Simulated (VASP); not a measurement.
Here is a VASP 6.6.1 calculation.

Contents of INCAR:

```
ALGO = Normal ; EDIFF = 1E-6
ENCUT = 420 ; GGA = PE
GGA_COMPAT = False ; ISIF = 2
ISMEAR = -1 ; ISYM = -1
LASPH = True ; LCHARG = False
LREAL = Auto ; LWAVE = False
NBANDS = 57 ; NELM = 120
PREC = Accurate ; SIGMA = 0.3102
```

KPOINTS

```
explicit points
1
Reciprocal
  0.25000000   0.25000000   0.25000000 1
```

Contents of POSCAR:

```
B9W
1.0
    5.2893000000      0.0549780000     -0.1542150000
    0.0549780000      5.6170210000     -0.0299570000
   -0.1542150000     -0.0299570000      5.3834570000
B W
18 2
Direct
    1.1600224381      0.7043708060     -0.3936868639
    0.5385207246      0.5962964192      0.4673465815
    0.2829573507      0.6176106355      0.2507039677
    0.6634842728      0.6536797054      0.1713346108
    0.0351395289      0.9481660632      0.4712951646
    0.4508051445      0.5796561854      0.9420613327
    0.8285795909      0.4486325943      1.3864990634
    0.6541426901      0.1487225025      0.4228019087
    0.0704881996      0.3370836437      0.1068600255
    0.6586025314      0.9844262306      0.1182514964
    1.5156619388      0.3703952469      0.6895197150
    0.8620731005      0.5809643655      0.7778848336
    0.3199135499      0.0809863480      0.2871523960
    0.8433067785      0.2103047550      0.1995375192
    0.7131168855     -0.1388778428      0.4474072992
    0.0886343622      0.8821298037      0.0870438290
    1.0931776849      0.2796930214      0.4388723009
    0.9705520404      0.6483426633      1.1170799886
    0.8028143807      0.1393655412      0.7931468559
    0.3196610537      0.0165786400      0.7991419223
```

Potentials or basis: VASP PAW PBE potentials, release 64 (B, W_sv).

Run with:

```bash
$ cat potpaw_PBE.64/B/POTCAR potpaw_PBE.64/W_sv/POTCAR > POTCAR
$ mpirun -np 1 vasp_std > vasp.out
```

Q: Predict the largest force.

A: 5.824 eV/Å.

Q: What does it give for the pressure?

A: 7.6 GPa.

Stress tensor (GPa, compression positive):
```
12.34  5.86 -0.75
 5.86 20.13 -2.18
-0.75 -2.18 -9.81
```

Caveat: the atoms stand as in a frame of molecular dynamics; so wide a smearing shifts energies and pressures.
